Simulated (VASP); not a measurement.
# Ge2Sb2Te5 (P-3m1) in VASP: equation of state with PBEsol

Aim: the equation of state of Ge2Sb2Te5 with PBEsol.

Everything below comes from runs of VASP 6.6.1. Logs are shortened: lines on timing, memory, paths and dates and some standing lists are left out, and cuts for length are marked.

### Step 1. The cell of the first run

Symmetry: P-3m1, No. 164, trigonal system. Conventional cell: a = 4.294 Å, b = 4.294 Å, c = 17.101 Å, α = 90.00°, β = 90.00°, γ = 120.00°. Within 4.0 Å of Te (site symmetry 3m) lie 3 Sb at 3.01 Å and 3 Te at 3.70 Å. Within 3.9 Å of Te (site symmetry 3m) lie 3 Ge at 3.00 Å and 3 Sb at 3.20 Å. Te (site symmetry -3m) has 6 Ge at 3.04 Å within 4.0 Å. Sb (site symmetry 3m) has 6 Te at 3.01 to 3.20 Å within 4.0 Å. Within 3.9 Å of Ge (site symmetry 3m) lie 6 Te at 3.00 to 3.04 Å.

### Step 2. Equation of state, PBEsol

The input, POSCAR.step1:

```
Ge2Sb2Te5
1.0
    4.1611721842      0.0000000000      0.0000000000
   -2.0805860921      3.6036808211      0.0000000000
    0.0000000000      0.0000000000     16.5720953968
Te Sb Ge
5 2 2
Direct
    0.6666666667      0.3333333333      0.4198920000
    0.3333333333      0.6666666667      0.5801080000
    0.3333333333      0.6666666667      0.2015420000
    0.6666666667      0.3333333333      0.7984580000
    0.0000000000      0.0000000000      0.0000000000
    0.0000000000      0.0000000000      0.3200680000
    0.0000000000      0.0000000000      0.6799320000
    0.6666666667      0.3333333333      0.1028950000
    0.3333333333      0.6666666667      0.8971050000
```

The input, POSCAR.step2:

```
Ge2Sb2Te5
1.0
    4.2064058605      0.0000000000      0.0000000000
   -2.1032029302      3.6428543338      0.0000000000
    0.0000000000      0.0000000000     16.7522409819
Te Sb Ge
5 2 2
Direct
    0.6666666667      0.3333333333      0.4198920000
    0.3333333333      0.6666666667      0.5801080000
    0.3333333333      0.6666666667      0.2015420000
    0.6666666667      0.3333333333      0.7984580000
    0.0000000000      0.0000000000      0.0000000000
    0.0000000000      0.0000000000      0.3200680000
    0.0000000000      0.0000000000      0.6799320000
    0.6666666667      0.3333333333      0.1028950000
    0.3333333333      0.6666666667      0.8971050000
```

The input, POSCAR.step3:

```
Ge2Sb2Te5
1.0
    4.2506870710      0.0000000000      0.0000000000
   -2.1253435355      3.6812029870      0.0000000000
    0.0000000000      0.0000000000     16.9285933203
Te Sb Ge
5 2 2
Direct
    0.6666666667      0.3333333333      0.4198920000
    0.3333333333      0.6666666667      0.5801080000
    0.3333333333      0.6666666667      0.2015420000
    0.6666666667      0.3333333333      0.7984580000
    0.0000000000      0.0000000000      0.0000000000
    0.0000000000      0.0000000000      0.3200680000
    0.0000000000      0.0000000000      0.6799320000
    0.6666666667      0.3333333333      0.1028950000
    0.3333333333      0.6666666667      0.8971050000
```

The input, POSCAR.step4:

```
Ge2Sb2Te5
1.0
    4.2940644248      0.0000000000      0.0000000000
   -2.1470322124      3.7187688774      0.0000000000
    0.0000000000      0.0000000000     17.1013460000
Te Sb Ge
5 2 2
Direct
    0.6666666667      0.3333333333      0.4198920000
    0.3333333333      0.6666666667      0.5801080000
    0.3333333333      0.6666666667      0.2015420000
    0.6666666667      0.3333333333      0.7984580000
    0.0000000000      0.0000000000      0.0000000000
    0.0000000000      0.0000000000      0.3200680000
    0.0000000000      0.0000000000      0.6799320000
    0.6666666667      0.3333333333      0.1028950000
    0.3333333333      0.6666666667      0.8971050000
```

The input, POSCAR.step5:

```
Ge2Sb2Te5
1.0
    4.3365826793      0.0000000000      0.0000000000
   -2.1682913397      3.7555907659      0.0000000000
    0.0000000000      0.0000000000     17.2706772699
Te Sb Ge
5 2 2
Direct
    0.6666666667      0.3333333333      0.4198920000
    0.3333333333      0.6666666667      0.5801080000
    0.3333333333      0.6666666667      0.2015420000
    0.6666666667      0.3333333333      0.7984580000
    0.0000000000      0.0000000000      0.0000000000
    0.0000000000      0.0000000000      0.3200680000
    0.0000000000      0.0000000000      0.6799320000
    0.6666666667      0.3333333333      0.1028950000
    0.3333333333      0.6666666667      0.8971050000
```

The input, POSCAR.step6:

```
Ge2Sb2Te5
1.0
    4.3782831478      0.0000000000      0.0000000000
   -2.1891415739      3.7917044310      0.0000000000
    0.0000000000      0.0000000000     17.4367516623
Te Sb Ge
5 2 2
Direct
    0.6666666667      0.3333333333      0.4198920000
    0.3333333333      0.6666666667      0.5801080000
    0.3333333333      0.6666666667      0.2015420000
    0.6666666667      0.3333333333      0.7984580000
    0.0000000000      0.0000000000      0.0000000000
    0.0000000000      0.0000000000      0.3200680000
    0.0000000000      0.0000000000      0.6799320000
    0.6666666667      0.3333333333      0.1028950000
    0.3333333333      0.6666666667      0.8971050000
```

The input, POSCAR.step7:

```
Ge2Sb2Te5
1.0
    4.4192040538      0.0000000000      0.0000000000
   -2.2096020269      3.8271429751      0.0000000000
    0.0000000000      0.0000000000     17.5997214041
Te Sb Ge
5 2 2
Direct
    0.6666666667      0.3333333333      0.4198920000
    0.3333333333      0.6666666667      0.5801080000
    0.3333333333      0.6666666667      0.2015420000
    0.6666666667      0.3333333333      0.7984580000
    0.0000000000      0.0000000000      0.0000000000
    0.0000000000      0.0000000000      0.3200680000
    0.0000000000      0.0000000000      0.6799320000
    0.6666666667      0.3333333333      0.1028950000
    0.3333333333      0.6666666667      0.8971050000
```

The input, INCAR:

```
GGA = PS
ISMEAR = 0
SIGMA = 0.03
LWAVE = False
LCHARG = False
ISIF = 2
NSW = 0
ENCUT = 600
PREC = Accurate
LASPH = True
LREAL = False
ALGO = Normal
EDIFF = 1E-7
NELM = 120
GGA_COMPAT = False
EFERMI = MIDGAP
KPAR = 2
```

The input, KPOINTS:

```
k-points
0
Gamma
  6 6 2
```

Potentials or basis: VASP PAW PBE potentials, release 64 (Te_GW, Sb_d_GW, Ge_d_GW).

On the command line:

```console
> cat potpaw_PBE.64/Te_GW/POTCAR potpaw_PBE.64/Sb_d_GW/POTCAR potpaw_PBE.64/Ge_d_GW/POTCAR > POTCAR
> cp POSCAR.step1 POSCAR
> mpirun -np 2 vasp_std > vasp.out
> cp POSCAR.step2 POSCAR
> mpirun -np 2 vasp_std > vasp.out
> cp POSCAR.step3 POSCAR
> mpirun -np 2 vasp_std > vasp.out
> cp POSCAR.step4 POSCAR
> mpirun -np 2 vasp_std > vasp.out
> cp POSCAR.step5 POSCAR
> mpirun -np 2 vasp_std > vasp.out
> cp POSCAR.step6 POSCAR
> mpirun -np 2 vasp_std > vasp.out
> cp POSCAR.step7 POSCAR
> mpirun -np 2 vasp_std > vasp.out
```

OUTCAR:

```text
GGA = PS
   ISMEAR = 0
   ISIF = 2
   NSW = 0
   ENCUT = 600
   PREC = Accurate
   LASPH = True
   LREAL = False
   EDIFF = 1E-7
   NELM = 120
   EFERMI = MIDGAP

 Found     14 irreducible k-points:

 Following reciprocal coordinates:
            Coordinates               Weight
  0.000000  0.000000  0.000000      1.000000
  0.166667 -0.000000  0.000000      6.000000
  0.333333 -0.000000  0.000000      6.000000
  0.500000 -0.000000  0.000000      3.000000
  0.166667  0.166667  0.000000      6.000000
  0.333333  0.166667  0.000000     12.000000
   k-points           NKPTS =     14   k-points in BZ     NKDIM =     14   number of bands    NBANDS=     52
   number of dos      NEDOS =    301   number of ions     NIONS =      9
   total plane-waves  NPLWV = 186624
   dimension x,y,z NGX =    36 NGY =   36 NGZ =  144
   dimension x,y,z NGXF=    72 NGYF=   72 NGZF=  288
   ions per type =               5   2   2
   NGX,Y,Z   is equivalent  to a cutoff of  13.54, 13.54, 13.60 a.u.
   NGXF,Y,Z  is equivalent  to a cutoff of  27.09, 27.09, 27.20 a.u.
 SYSTEM =  unknown system
   PREC   = accura    normal or accurate (medium, high low for compatibility)
   ISTART =      0    job   : 0-new  1-cont  2-samecut
   ICHARG =      2    charge: 1-file 2-atom 10-const
   ISPIN  =      1    spin polarized calculation?
   LNONCOLLINEAR =      F non collinear calculations
   LSORBIT =      F    spin-orbit coupling
   LASPH  =      T    aspherical Exc in radial PAW
   ENCUT  =  600.0 eV  44.10 Ry    6.64 a.u.   8.83  8.83 35.15*2*pi/ulx,y,z
   NELM   =    120;   NELMIN=  2; NELMDL=  0     # of ELM steps
   EDIFF  = 0.1E-06   stopping-criterion for ELM
   LREAL  =      F    real-space projection
   EDIFFG = 0.1E-05   stopping-criterion for IOM
   NSW    =      0    number of steps for IOM
   IBRION =     -1    ionic relax: 0-MD 1-quasi-New 2-CG
   NFREE  =      0    steps in history (QN), initial steepest desc. (CG)
   ISIF   =      2    stress and relaxation
   ISYM   =      2    0-nonsym 1-usesym 2-fastsym
   POTIM  = 0.5000    time-step for ionic-motion
   TEBEG  =    0.0;   TEEND  =   0.0 temperature during run

   SCALEE = 1.0000    scale energy and forces
   PSTRESS=    0.0 pullay stress
   NELECT =      88.0000    total number of electrons
   NUPDOWN=      -1.0000    fix difference up-down
   EMIN   =  10.00;   EMAX   =-10.00  energy-range for DOS
   EFERMI =   0.00;   METHOD = MIDGAP
   ISMEAR =     0;   SIGMA  =   0.03  broadening in eV -4-tet -1-fermi 0-gaus
   EFERMI_NEDOS =   21; number of points for ismear=-14 and -15
   IALGO  =     38    algorithm
   IMIX   =      4    mixing-type and parameters
     AMIX     =   0.40;   BMIX     =  1.00
     AMIX_MAG =   1.60;   BMIX_MAG =  1.00
  volume/ion in A,a.u.               =      33.07       223.19
  Fermi-wavevector in a.u.,A,eV,Ry     =   1.090588  2.060913 16.182539  1.189383
  Thomas-Fermi vector in A             =   2.226816
   LORBIT       =      0    0 simple, 1 ext, 2 COOP (PROOUT), +10 PAW based schemes
   GGA     = PS    functional components
   LHFCALC =     F    Hartree Fock is set to
   AEXX    =    0.0000 exact exchange contribution
   IVDW    =     0    specifies the selected vdW correction
   LEPSILON=     F    determine dielectric tensor
   LRPA    =     F    only Hartree local field effects (RPA)

   CSHIFT  =0.1000    complex shift for real part using Kramers Kronig

   OMEGAMAX=  -1.0    maximum frequency
 non-spin polarized calculation
 Gauss-broadening in eV      SIGMA  =   0.03
  energy-cutoff  :      600.00
  volume of cell :      297.66
 maximum number of plane-waves:      9969
 NGX is ok and might be reduce to    36
   NGX = 17   NGY = 17   NGZ = 71

 number of electron      87.9999989 magnetization

 Free energy of the ion-electron system (eV)
  ---------------------------------------------------
  ext. energy  EPLUGINS =         0.00000000
  ---------------------------------------------------
  free energy    TOTEN  =       -36.96912698 eV

  energy without entropy =      -36.96912698  energy(sigma->0) =      -36.96912698

 E-fermi :   4.4226     XC(G=0):  -9.2918

 val. band max:        4.2415775784   @ k =   0.0000   0.0000   0.0000
 cond. band min:       4.6037190624   @ k =   0.0000   0.0000   0.0000
 fundamental gap:      0.3621414840
 Fermi energy:         4.4226483204

 k-point     1 :       0.0000    0.0000    0.0000
  band No.  band energies     occupation
      1     -25.1910      2.00000
      2     -25.1910      2.00000
      3     -25.1910      2.00000
      4     -25.1910      2.00000
      5     -25.1879      2.00000
      6     -25.1879      2.00000
[... 44 lines left out ...]
     51       5.8431      0.00000
     52       5.8494      0.00000

 k-point     2 :       0.1667   -0.0000    0.0000
  band No.  band energies     occupation
      1     -25.1910      2.00000
      2     -25.1910      2.00000
      3     -25.1902      2.00000
      4     -25.1902      2.00000
      5     -25.1875      2.00000
      6     -25.1875      2.00000
[... 44 lines left out ...]
     51       6.2612      0.00000
     52       6.3359      0.00000
[... 163 lines left out ...]
     51       6.6382      0.00000
     52       7.2357      0.00000

 k-point     6 :       0.3333    0.1667    0.0000
  band No.  band energies     occupation
      1     -25.1907      2.00000
      2     -25.1906      2.00000
      3     -25.1886      2.00000
      4     -25.1886      2.00000
      5     -25.1870      2.00000
      6     -25.1870      2.00000
[... 44 lines left out ...]
     51       7.1843      0.00000
     52       7.5542      0.00000

 [... further k-points ...]

------------------------ aborting loop because EDIFF is reached ----------------------------------------

  FORCE on cell =-STRESS in cart. coord.  units (eV):
  Direction    XX          YY          ZZ          XY          YZ          ZX
  --------------------------------------------------------------------------------------
  -------------------------------------------------------------------------------------
  Total      -10.1624388    -10.1624388    -10.3891700     -0.0000000     -0.0000000     -0.0000000
  in kB      -54.6995797    -54.6995797    -55.9199662     -0.0000000     -0.0000000     -0.0000000
  external PRESSURE =     -55.1063752 kB  Pullay stress =       0.0000000 kB

 VOLUME and BASIS-vectors are now :
 -----------------------------------------------------------------------------
  energy-cutoff  :      600.00
  volume of cell :      297.66
      direct lattice vectors                 reciprocal lattice vectors
     4.419204054  0.000000000  0.000000000     0.226285093  0.130645759  0.000000000
    -2.209602027  3.827142975  0.000000000     0.000000000  0.261291519  0.000000000
     0.000000000  0.000000000 17.599721404     0.000000000  0.000000000  0.056819081

 POSITION                                       TOTAL-FORCE (eV/Angst)
 -----------------------------------------------------------------------------------
      2.20960      1.27571      7.38998        -0.000000      0.000000     -0.613669
     -0.00000      2.55143     10.20974         0.000000     -0.000000      0.613669
     -0.00000      2.55143      3.54708        -0.000000      0.000000     -0.027567
      2.20960      1.27571     14.05264        -0.000000      0.000000      0.027567
      0.00000      0.00000      0.00000        -0.000000      0.000000     -0.000000
      0.00000      0.00000      5.63311        -0.000000      0.000000      0.177292
      0.00000      0.00000     11.96661        -0.000000     -0.000000     -0.177292
      2.20960      1.27571      1.81092        -0.000000     -0.000000     -0.040340
     -0.00000      2.55143     15.78880         0.000000      0.000000      0.040340
 -----------------------------------------------------------------------------------
    total drift:                                0.000000     -0.000000      0.000000

  FREE ENERGIE OF THE ION-ELECTRON SYSTEM (eV)
  ---------------------------------------------------
  free  energy   TOTEN  =       -36.9691269798 eV

  energy  without entropy=      -36.9691269798  energy(sigma->0) =      -36.96912698
```

Wall time 35 min (2 MPI ranks of Intel Xeon Platinum 8259CL at 2.50GHz (Skylake/Cascade Lake), shared host); peak memory 0.63 GiB.

What came out:

```
Equilibrium volume                        : 29.02 Å³/atom
Bulk modulus at fixed shape and positions : 56 GPa
Pressure derivative of the bulk modulus   : 4.4
```

Energy against volume, from the lowest point:
```tsv
volume (Å³/atom)	energy (meV/atom)
27.612	11.91
28.522	0.51
29.433	0.00
30.343	8.72
31.253	25.23
32.163	48.29
33.074	76.88
```

Caveat: the cell was scaled at fixed shape and fractional positions, which overstates the stiffness of a crystal with free parameters, most of all of layers and chains; the PAW data sets were made with another functional, which shifts forces and pressure a little; spin-orbit coupling is left out, which moves the levels of the heavy elements.
